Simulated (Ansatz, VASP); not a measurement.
# Two plane-wave programs on LiH

Contents of POSCAR:

```
LiH
1.0
    0.0000000000      2.1451220099      2.1451220099
    2.1451220099      0.0000000000      2.1451220099
    2.1451220099      2.1451220099      0.0000000000
Li H
1 1
Direct
    0.0000000000      0.0000000000      0.0000000000
    0.2500000000      0.2500000000      0.2500000000
```

The input INCAR.step1:

```
  PREC = Accurate
  ENCUT = 520
  EDIFF = 1E-5
  ISMEAR = 0
  SIGMA = 0.01
  LREAL = False
  LASPH = True
  NELM = 80
  ALGO = Normal
  ISIF = 2
  LWAVE = True
  LCHARG = False
  GGA = PE
  NBANDS = 9
```

INCAR.step2

```
  PREC = Accurate
  ENCUT = 520
  EDIFF = 1E-7
  ISMEAR = 0
  SIGMA = 0.01
  LREAL = False
  LASPH = True
  NELM = 80
  ALGO = Normal
  ISIF = 2
  LWAVE = False
  LCHARG = False
  GGA = PE
  LHFCALC = True
  AEXX = 0.35
  HFSCREEN = 0.1
  PRECFOCK = Normal
  ISTART = 1
  NBANDS = 9
```

File KPOINTS:

```
regular mesh
0
Gamma
  4 4 4
```

Input for Ansatz:

```yaml
crystal:
  lattice:
    - [0.0, 2.1451220099, 2.1451220099]
    - [2.1451220099, 0.0, 2.1451220099]
    - [2.1451220099, 2.1451220099, 0.0]
  atoms:
    - { symbol: Li, position: [0.0, 0.0, 0.0] }
    - { symbol: H, position: [0.25, 0.25, 0.25] }
kpoints:
  mp_grid: { grid: [4, 4, 4] }
hamiltonian:
  xc: { exchange: pbe, correlation: pbe, exx: { coeff: 0.35, omega: 0.1 } }
scf:
  occupations: { method: fixed }
  n_extra_bands: 4
output:
  forces: true
  stress: true
  eigenvalues: true
```

Alike in both runs: task single point; functional PBE-based screened hybrid; k mesh 4 × 4 × 4; no spin polarisation.

|  | VASP | Ansatz |
| --- | --- | --- |
| version | VASP 6.6.1 | Ansatz 0.2.0 |
| potentials or method | VASP PAW PBE potentials, release 64 (Li_sv, H) | plane waves |
| plane-wave cutoff (eV) | 520 | 420 |
| occupations | gaussian, width 0.01 eV | fixed |
| valence electrons in the cell | 4 | 4 |

|  | VASP | Ansatz | Ansatz less VASP |
| --- | --- | --- | --- |
| gap on the k mesh at the Fermi level (eV) | 6.19 | 6.14 | -0.046 |

VASP's potentials were made for PBE, not for PBE-based screened hybrid. Ansatz's warnings: stress exchange threshold loose, stress scf threshold loose.

The k mesh is coarse, so the values compare programs but aren't converged. Noted on VASP's run: the cutoff is short for stress, so the pressure is rough.
